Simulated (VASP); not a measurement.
Write the native input for VASP 6.6.1 that does the following.

* Task: single point
* Functional: revPBE
* Potentials or basis: VASP PAW PBE potentials, release 64 (Mg, O)
* Cutoff: 600 eV
* k mesh: 8 × 8 × 8
* Occupations: gaussian, width 0.01 eV
* Spin: no spin polarisation
* Dipole correction: no
* Further INCAR settings: ALGO = Normal; EDIFF = 1e-06; NBANDS = 11

The structure of MgO (Periclase) lies in POSCAR:

```
MgO
1.0
    0.0000000000      2.1085000000      2.1085000000
    2.1085000000      0.0000000000      2.1085000000
    2.1085000000      2.1085000000      0.0000000000
Mg O
1 1
Direct
    0.0000000000      0.0000000000      0.0000000000
    0.5000000000      0.5000000000      0.5000000000
```

The input as run:

INCAR

```
SYSTEM = MgO
PREC = Accurate
ENCUT = 600
EDIFF = 1E-6
ISMEAR = 0
SIGMA = 0.01
LREAL = .FALSE.
LASPH = .TRUE.
NELM = 120
ALGO = Normal
ISIF = 2
LWAVE = .FALSE.
LCHARG = .FALSE.
GGA = RE
NBANDS = 11
GGA_COMPAT = .FALSE.
```

KPOINTS

```
regular mesh
0
G
  8 8 8
  0 0 0
```

Potentials or basis: VASP PAW PBE potentials, release 64 (Mg, O).

The run is started by

```bash
$ cat potpaw_PBE.64/Mg/POTCAR potpaw_PBE.64/O/POTCAR > POTCAR
$ mpirun -np 1 vasp_std > vasp.out
```

Results of the run:

```
Pressure               : 6.7 GPa
Band gap on the k mesh : 4.78 eV, direct
```

Caveat: the PAW data sets were made with another functional, which shifts forces and pressure a little.

Wall time 4.8 s on 1 thread of AMD EPYC 9R45 96-Core Processor (Zen 5) (shared host), peak memory 0.11 GiB.
